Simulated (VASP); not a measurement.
# SiGe2 (P6/mmm) in VASP: a series of runs

The runs below take SiGe2 through single point, relaxation of cell and atoms, with PBE.

Program: VASP 6.6.1. These are calculated values, not measurements. Logs are shortened: lines on timing, memory, paths and dates and some standing lists are left out, and cuts for length are marked.

## Step 1: The cell of the first run

Symmetry: P6/mmm, No. 191, hexagonal system. Conventional cell: a = 2.763 Å, b = 2.763 Å, c = 8.246 Å, α = 90.00°, β = 90.00°, γ = 120.00°. Si (site symmetry 6/mmm) has 2 Ge at 2.71 Å and 6 Si at 2.76 Å within 3.6 Å. Ge (site symmetry 6mm) has 1 Si at 2.71 Å and 7 Ge at 2.76 to 2.83 Å within 3.6 Å.

## Step 2: Single point, PBE

File INCAR:

```
PREC = Accurate
ENCUT = 520
EDIFF = 1E-7
ISMEAR = 0
SIGMA = 0.1
LREAL = F
LASPH = T
NELM = 80
ALGO = Normal
ISIF = 2
LWAVE = F
LCHARG = F
GGA = PE
NBANDS = 23
```

File KPOINTS:

```
Automatic mesh
0
Gamma
  6 6 4
```

File POSCAR:

```
SiGe2
1.0
    2.7633700048      0.0000000000      0.0000000000
   -1.3816850024      2.3931486242      0.0000000000
    0.0000000000      0.0000000000      8.2455934722
Si Ge
1 2
Direct
    0.0000000000      0.0000000000      0.0000000000
    0.0000000000      0.0000000000      0.3286948841
    0.0000000000      0.0000000000      0.6713051159
```

Potentials or basis: VASP PAW PBE potentials, release 64 (Si, Ge_d).

Run with:

```bash
> cat potpaw_PBE.64/Si/POTCAR potpaw_PBE.64/Ge_d/POTCAR > POTCAR
> mpirun -np 1 vasp_std > vasp.out
```

OUTCAR:

```text
PREC = Accurate
   ENCUT = 520
   EDIFF = 1E-7
   ISMEAR = 0
   LREAL = F
   LASPH = T
   NELM = 80
   ISIF = 2
   GGA = PE

 ion  position               nearest neighbor table
   1  0.000  0.000  0.000-   2 2.71   3 2.71
   2  0.000  0.000  0.329-   1 2.71   3 2.83
   3  0.000  0.000  0.671-   1 2.71   2 2.83

  LATTYP: Found a hexagonal cell.
 ALAT       =     2.7633700048
 C/A-ratio  =     2.9838904880

  Lattice vectors:

 A1 = (   2.7633700048,   0.0000000000,   0.0000000000)
 A2 = (  -1.3816850024,   2.3931486242,   0.0000000000)
 A3 = (   0.0000000000,   0.0000000000,   8.2455934722)

Analysis of symmetry for initial positions (statically):
=====================================================================
 Subroutine PRICEL returns:
 Original cell was already a primitive cell.

 Routine SETGRP: Setting up the symmetry group for a
 hexagonal supercell.

 Subroutine GETGRP returns: Found 24 space group operations
 (whereof 24 operations were pure point group operations)
 out of a pool of 24 trial point group operations.

The static configuration has the point symmetry D_6h.

Analysis of symmetry for dynamics (positions and initial velocities):
=====================================================================
 Subroutine PRICEL returns:
 Original cell was already a primitive cell.

 Routine SETGRP: Setting up the symmetry group for a
 hexagonal supercell.

 Subroutine GETGRP returns: Found 24 space group operations
 (whereof 24 operations were pure point group operations)
 out of a pool of 24 trial point group operations.

The dynamic configuration has the point symmetry D_6h.

 Subroutine INISYM returns: Found 24 space group operations
 (whereof 24 operations are pure point group operations),
 and found     1 'primitive' translations

----------------------------------------------------------------------------------------

                                     Primitive cell

  volume of cell :      54.5294

  direct lattice vectors                    reciprocal lattice vectors
[... 76 lines left out ...]
   PREC   = accura    normal or accurate (medium, high low for compatibility)
   ISTART =      0    job   : 0-new  1-cont  2-samecut
   ICHARG =      2    charge: 1-file 2-atom 10-const
   ISPIN  =      1    spin polarized calculation?
   LNONCOLLINEAR =      F non collinear calculations
   LSORBIT =      F    spin-orbit coupling
   LASPH  =      T    aspherical Exc in radial PAW
   ENCUT  =  520.0 eV  38.22 Ry    6.18 a.u.   5.14  5.14 15.33*2*pi/ulx,y,z
   NELM   =     80;   NELMIN=  2; NELMDL= -5     # of ELM steps
   EDIFF  = 0.1E-06   stopping-criterion for ELM
   LREAL  =      F    real-space projection
   EDIFFG = 0.1E-05   stopping-criterion for IOM
   NSW    =      0    number of steps for IOM
   IBRION =     -1    ionic relax: 0-MD 1-quasi-New 2-CG
   NFREE  =      0    steps in history (QN), initial steepest desc. (CG)
   ISIF   =      2    stress and relaxation
   ISYM   =      2    0-nonsym 1-usesym 2-fastsym
   POTIM  = 0.5000    time-step for ionic-motion
   TEBEG  =    0.0;   TEEND  =   0.0 temperature during run
   PSTRESS=    0.0 pullay stress
   NELECT =      32.0000    total number of electrons
   NUPDOWN=      -1.0000    fix difference up-down
   EMIN   =  10.00;   EMAX   =-10.00  energy-range for DOS
   EFERMI =   0.00;   METHOD = LEGACY
   ISMEAR =     0;   SIGMA  =   0.10  broadening in eV -4-tet -1-fermi 0-gaus
   EFERMI_NEDOS =   21; number of points for ismear=-14 and -15
   IALGO  =     38    algorithm
   IMIX   =      4    mixing-type and parameters
     AMIX     =   0.40;   BMIX     =  1.00
     AMIX_MAG =   1.60;   BMIX_MAG =  1.00
  volume/ion in A,a.u.               =      18.18       122.66
  Fermi-wavevector in a.u.,A,eV,Ry     =   1.370612  2.590082 25.559605  1.878578
  Thomas-Fermi vector in A             =   2.496383
   LORBIT       =      0    0 simple, 1 ext, 2 COOP (PROOUT), +10 PAW based schemes
   GGA     = PE    functional components
   LHFCALC =     F    Hartree Fock is set to
   AEXX    =    0.0000 exact exchange contribution
   IVDW    =     0    specifies the selected vdW correction
   LEPSILON=     F    determine dielectric tensor
   LRPA    =     F    only Hartree local field effects (RPA)
 non-spin polarized calculation
 Gauss-broadening in eV      SIGMA  =   0.10
  energy-cutoff  :      520.00
  volume of cell :       54.53
 maximum number of plane-waves:      1482
 NGX is ok and might be reduce to    24
   NGX = 11   NGY = 11   NGZ = 31

 number of electron      32.0000004 magnetization

 Free energy of the ion-electron system (eV)
  ---------------------------------------------------
  ext. energy  EPLUGINS =         0.00000000
  ---------------------------------------------------
  free energy    TOTEN  =       -13.60905448 eV

  energy without entropy =      -13.60434160  energy(sigma->0) =      -13.60669804

 E-fermi :   7.3389     XC(G=0): -11.0103

 val. band max:        6.6349206029   @ k =   0.3333   0.1667   0.2500
 cond. band min:       7.3389820544   @ k =   0.1667   0.1667   0.2500
 fundamental gap:      0.7040614515
 Fermi energy:         7.3389339634

 k-point     1 :       0.0000    0.0000    0.0000
  band No.  band energies     occupation
      1     -17.6207      2.00000
      2     -17.5990      2.00000
      3     -17.5990      2.00000
      4     -17.5959      2.00000
      5     -17.5959      2.00000
      6     -17.5567      2.00000
[... 535 lines left out ...]
     22      12.0591      0.00000
     23      13.9863      0.00000

------------------------ aborting loop because EDIFF is reached ----------------------------------------

  FORCE on cell =-STRESS in cart. coord.  units (eV):
  Direction    XX          YY          ZZ          XY          YZ          ZX
  --------------------------------------------------------------------------------------
  -------------------------------------------------------------------------------------
  Total       -0.0119327     -0.0119327      0.0495209      0.0000000     -0.0000000      0.0000000
  in kB       -0.3506066     -0.3506066      1.4550175      0.0000000     -0.0000000      0.0000000
  external PRESSURE =       0.2512681 kB  Pullay stress =       0.0000000 kB

 VOLUME and BASIS-vectors are now :
 -----------------------------------------------------------------------------
  energy-cutoff  :      520.00
  volume of cell :       54.53
      direct lattice vectors                 reciprocal lattice vectors
     2.763370005  0.000000000  0.000000000     0.361876983  0.208929773  0.000000000
    -1.381685002  2.393148624  0.000000000     0.000000000  0.417859547  0.000000000
     0.000000000  0.000000000  8.245593472     0.000000000  0.000000000  0.121276898

 POSITION                                       TOTAL-FORCE (eV/Angst)
 -----------------------------------------------------------------------------------
      0.00000      0.00000      0.00000        -0.000000      0.000000      0.000000
      0.00000      0.00000      2.71028        -0.000000     -0.000000      0.000354
      0.00000      0.00000      5.53531         0.000000      0.000000     -0.000354
 -----------------------------------------------------------------------------------
    total drift:                                0.000000      0.000000      0.000000

  FREE ENERGIE OF THE ION-ELECTRON SYSTEM (eV)
  ---------------------------------------------------
  free  energy   TOTEN  =       -13.6090544777 eV

  energy  without entropy=      -13.6043415985  energy(sigma->0) =      -13.60669804
```

OSZICAR:

```text
N       E                     dE             d eps       ncg     rms          rms(c)
DAV:   1     0.216457082901E+03    0.21646E+03   -0.15409E+04  1132   0.348E+03
DAV:   2     0.180029103284E+02   -0.19845E+03   -0.18905E+03   973   0.641E+02
DAV:   3    -0.126193498770E+02   -0.30622E+02   -0.30230E+02  1197   0.143E+02
DAV:   4    -0.136116133582E+02   -0.99226E+00   -0.99137E+00  1092   0.293E+01
DAV:   5    -0.136324029778E+02   -0.20790E-01   -0.20788E-01  1202   0.478E+00    0.292E+00
DAV:   6    -0.136150489926E+02    0.17354E-01   -0.28840E-02  1330   0.242E+00    0.168E+00
DAV:   7    -0.136092002278E+02    0.58488E-02   -0.25741E-02  1281   0.169E+00    0.171E-01
DAV:   8    -0.136089988684E+02    0.20136E-03   -0.14842E-03  1328   0.587E-01    0.994E-02
DAV:   9    -0.136090598887E+02   -0.61020E-04   -0.33825E-04  1298   0.263E-01    0.365E-02
DAV:  10    -0.136090556160E+02    0.42727E-05   -0.32400E-05  1325   0.840E-02    0.812E-03
DAV:  11    -0.136090550544E+02    0.56152E-06   -0.20882E-06  1396   0.185E-02    0.235E-03
DAV:  12    -0.136090545693E+02    0.48517E-06   -0.11727E-07   867   0.463E-03    0.881E-04
DAV:  13    -0.136090544777E+02    0.91610E-07   -0.35153E-08   679   0.251E-03
   1 F= -.13609054E+02 E0= -.13606698E+02  d E =-.471288E-02
```

stdout:

```text
POSCAR found type information on POSCAR SiGe
 POSCAR found :  2 types and       3 ions
 scaLAPACK will be used
 LDA part: xc-table for (Slater+PW92), standard interpolation
 POSCAR, INCAR and KPOINTS ok, starting setup
 FFT: planning ... GRIDC
 FFT: planning ... GRID_SOFT
 FFT: planning ... GRID
 WAVECAR not read
 entering main loop
```

Wall time 25 s (1 thread of Intel Xeon Platinum 8488C (Sapphire Rapids), shared host); peak memory 0.18 GiB.

What came out:

- Free energy: -13.6091 eV
- Pressure: 0.0 GPa
- Band gap on the k mesh: zero (band 16 reaches 12.42 eV, above the bottom of band 17 at 4.61 eV)

Caveat: the k points lie up to 0.44 Å⁻¹ apart.

(Part 1 of 2 ends here.)
